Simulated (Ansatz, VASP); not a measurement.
**Te2Mo: VASP beside Ansatz**

```
Te Mo
1.0
     6.41437   -0.01862   -0.03586
    -0.01019    3.50847   -0.00700
    -0.29036   -0.07254   36.36040
Te Mo
4 2
Direct
  0.06709 0.74798 0.44224
  0.92710 0.25389 0.55688
  0.56950 0.24098 0.45877
  0.42059 0.76427 0.53995
  0.82259 0.74989 0.50191
  0.17475 0.27420 0.49769
```

Change from the starting cell: all atoms moved at random (sigma 0.04 Å), cell strained at random (1 %).

Alike in both runs: task single point; functional LDA; k mesh 6 × 8 × 1; occupations gaussian, width 0.1 eV; no spin polarisation.

```csv
,VASP,Ansatz
version,VASP 6.6.1,Ansatz 0.2.0
potentials or method,"VASP PAW LDA potentials, release 64 (Te, Mo_sv), cutoff 520 eV","scalar-relativistic, plane waves, PAW"
valence electrons in the cell,52,92
```

VASP gave:

```
gap on the k mesh at the Fermi level (eV) : none
rms of the force components (eV/Å)        : 0.496
```

**Question.** What did Ansatz give for the same quantities?

**Answer.** gap on the k mesh at the Fermi level (eV): none; rms of the force components (eV/Å): 0.505.

LDA's correlation is that of Perdew and Zunger in VASP and of Perdew and Wang (1992) in Ansatz. Atom by atom the forces differ by 0.020 eV/Å (rms over components). A gap of «none» marks a metal or a gap that the smearing closes. VASP's potentials hold 52 valence electrons a cell and Ansatz's 92, so a difference there can come from the potentials and not from the codes.

Neither program's run includes spin-orbit coupling.
